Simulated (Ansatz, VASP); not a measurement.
One calculation of C, two programs

Contents of INCAR:

```
ALGO     = Normal         # electronic algorithm
EDIFF    = 1E-7           # SCF threshold, eV
ENCUT    = 520            # plane-wave cutoff, eV
GGA      = PE             # functional
ISIF     = 2              # what is computed and relaxed
ISMEAR   = 0              # smearing method
IVDW     = 12             # dispersion correction
LASPH    = True           # aspherical terms in the spheres
LCHARG   = False          # write CHGCAR
LREAL    = False          # projectors in reciprocal space
LWAVE    = False          # write WAVECAR
NBANDS   = 11             # bands
NELM     = 60             # most SCF steps
PREC     = Accurate       # precision mode
SIGMA    = 0.03           # smearing width, eV
```

Contents of KPOINTS:

```
k-points
0
Gamma
  18 18 18
```

File POSCAR:

```
C
1.0
    0.0000000000      2.3113424923      3.5165621608
    1.2758398243      0.0000000000      3.5165621608
    1.2758398243      2.3113424923      0.0000000000
C
2
Direct
    0.1666966007      0.8333033993      0.1666966007
    0.8333033993      0.1666966007      0.8333033993
```

Input for Ansatz:

```yaml
crystal:
  lattice:
    - [0.0, 2.3113424923, 3.5165621608]
    - [1.2758398243, 0.0, 3.5165621608]
    - [1.2758398243, 2.3113424923, 0.0]
  atoms:
    - { symbol: C, position: [0.1666966007, 0.8333033993, 0.1666966007] }
    - { symbol: C, position: [0.8333033993, 0.1666966007, 0.8333033993] }
basis:
  ecutwfc: 520.0
kpoints:
  mp_grid: { grid: [18, 18, 18] }
hamiltonian:
  xc: pbe
  pseudopotentials: { kind: paw, azcp: { folder: soft_1 } }
  dispersion: d3bj
scf:
  occupations: { method: gaussian, width: 0.03 }
output:
  forces: true
  stress: true
  eigenvalues: true
```

Change from the starting cell: volume 10.370 Å^3 an atom, stretch along b over the lengths across it, relative to the relaxed cell 1.0465.

Alike in both runs: task single point; functional PBE; dispersion D3(BJ); k mesh 18 × 18 × 18; occupations gaussian, width 0.03 eV; no spin polarisation.

|  | VASP | Ansatz |
| --- | --- | --- |
| version | VASP 6.6.1 | Ansatz 0.2.0 |
| potentials or method | VASP PAW PBE potentials, release 64 (C), cutoff 520 eV | scalar-relativistic, plane waves, PAW |
| valence electrons in the cell | 8 | 8 |

VASP gave:

| Quantity | Value |
| --- | --- |
| gap on the k mesh at the Fermi level (eV) | 0.04 |
| least direct gap on the mesh (eV) | 0.04 |
| rms of the force components (eV/Å) | 0.053 |

Problem. What did Ansatz give for the same quantities?

Solution. gap on the k mesh at the Fermi level (eV): 0.04; least direct gap on the mesh (eV): 0.05; rms of the force components (eV/Å): 0.061.

Atom by atom the forces differ by 0.007 eV/Å (rms over components).
